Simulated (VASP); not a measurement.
Set up this calculation in VASP 6.6.1, as the native input.

* Task: single point
* Functional: LDA
* Potentials or basis: VASP PAW LDA potentials, release 64 (Bi_d)
* Cutoff: 520 eV
* k mesh: 9 × 9 × 9
* Occupations: fermi-dirac, width 0.1 eV
* Spin: no spin polarisation
* Dipole correction: no
* Further INCAR settings: ALGO = Normal; EDIFF = 1e-06; NBANDS = 22

The structure of Bi lies in POSCAR:

```
Bi
1.0
    0.0000000000      3.4061747763      3.4061747763
    3.4061747763      0.0000000000      3.4061747763
    3.4061747763      3.4061747763      0.0000000000
Bi
2
Direct
    0.1250000000      0.1250000000      0.1250000000
    0.8750000000      0.8750000000      0.8750000000
```

This isn't the form of Bi at room conditions, which is rhombohedral.

The input as run:

INCAR

```
SYSTEM = Bi
PREC = Accurate ; ENCUT = 520
EDIFF = 1E-6 ; ISMEAR = -1
SIGMA = 0.1 ; LREAL = .FALSE.
LASPH = .TRUE. ; NELM = 80
ALGO = Normal ; ISIF = 2
LWAVE = .FALSE. ; LCHARG = .TRUE.
LELF = .TRUE. ; LVHAR = .TRUE.
NBANDS = 22
```

KPOINTS

```
Automatic mesh
0
G
  9 9 9
  0 0 0
```

Potentials or basis: VASP PAW LDA potentials, release 64 (Bi_d).

Launch:

```bash
$ cat potpaw_LDA.64/Bi_d/POTCAR > POTCAR
$ mpirun -np 1 vasp_std > vasp.out
```

Results of the run:

```
Pressure               : 5.9 GPa
Band gap on the k mesh : zero (bands 15 and 16 overlap by 0.98 eV)
```

Caveat: the cell stands under pressure; spin-orbit coupling is left out, which moves the levels of the heavy elements.

Run time: 2.2 min on 1 thread of Intel Xeon 8259CL, on a shared host, peak memory 0.16 GiB.
